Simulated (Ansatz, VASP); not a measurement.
This is a calculation of CoO for Ansatz 0.2.0.

The input input.yaml:

```yaml
crystal:
  lattice:
    - [1.5054695445, 0.8691832468, 2.4399269062]
    - [-1.5054695445, 0.8691832468, 2.4399269062]
    - [0.0, -1.7383664936, 2.4399269062]
  atoms:
    - { symbol: Co, position: [0.0, 0.0, 0.0], spin: 1.5 }
    - { symbol: O, position: [0.5, 0.5, 0.5] }
hamiltonian:
  xc: pbe
  pseudopotentials: { kind: paw }
magnetization:
  spin_polarized: true
  initial_magnetization: 1.5
  spin_locking: { lock_magnetization: hard }
kpoints:
  mp_grid: { grid: [9, 9, 9] }
scf:
  occupations: { method: fermi_dirac, width: 0.05 }
  lower_state_search: "off"
output:
  forces: true
  stress: true
  eigenvalues: true
```

Potentials or basis: Ansatz PAW.

Run with:

```sh
$ ansatz run input.yaml --threads 2 --pin off --max-ram 5632MiB --backend cpu --events-out ev --progress --plain --runs-dir out
```

Question: Translate it to VASP 6.6.1. Potentials there: VASP PAW PBE potentials, release 64 (Co_sv, O).

Answer: As run (the cutoff follows the program's own potentials):

File INCAR:

```
SYSTEM = CoO
  PREC = Accurate
  ENCUT = 600
  EDIFF = 1E-6
  ISMEAR = -1
  SIGMA = 0.05
  LREAL = .FALSE.
  LASPH = .TRUE.
  NELM = 200
  ALGO = Normal
  ISIF = 2
  LWAVE = .FALSE.
  LCHARG = .FALSE.
  ISPIN = 2
  MAGMOM = 1.5 0
  LORBIT = 11
  NUPDOWN = 1.5
  LMAXMIX = 4
  GGA = PE
  NBANDS = 22
  GGA_COMPAT = .FALSE.
```

KPOINTS

```
Automatic mesh
0
G
  9 9 9
  0 0 0
```

POSCAR

```
CoO
1.0
    1.5054695445      0.8691832468      2.4399269062
   -1.5054695445      0.8691832468      2.4399269062
    0.0000000000     -1.7383664936      2.4399269062
Co O
1 1
Direct
    0.0000000000      0.0000000000      0.0000000000
    0.5000000000      0.5000000000      0.5000000000
```

Potentials or basis: VASP PAW PBE potentials, release 64 (Co_sv, O).

Command:

```console
$ cat potpaw_PBE.64/Co_sv/POTCAR potpaw_PBE.64/O/POTCAR > POTCAR
$ mpirun -np 1 vasp_std > vasp.out
```

Both were run:

|  | VASP | Ansatz | Ansatz less VASP |
| --- | --- | --- | --- |
| pressure (GPa) | -13.3 | -10.9 | +2.39 |
| traceless stress, the component that is largest in VASP (GPa) | 0.14 | 0.15 | +0.004 |
| net moment per atom (μB) | 0.75 | 0.75 | 0.000 |
| size of the moment on the site where the two differ most (μB) | 1.43 | 1.40 | -0.025 |

Site moments also hang on the region over which each program counts them.
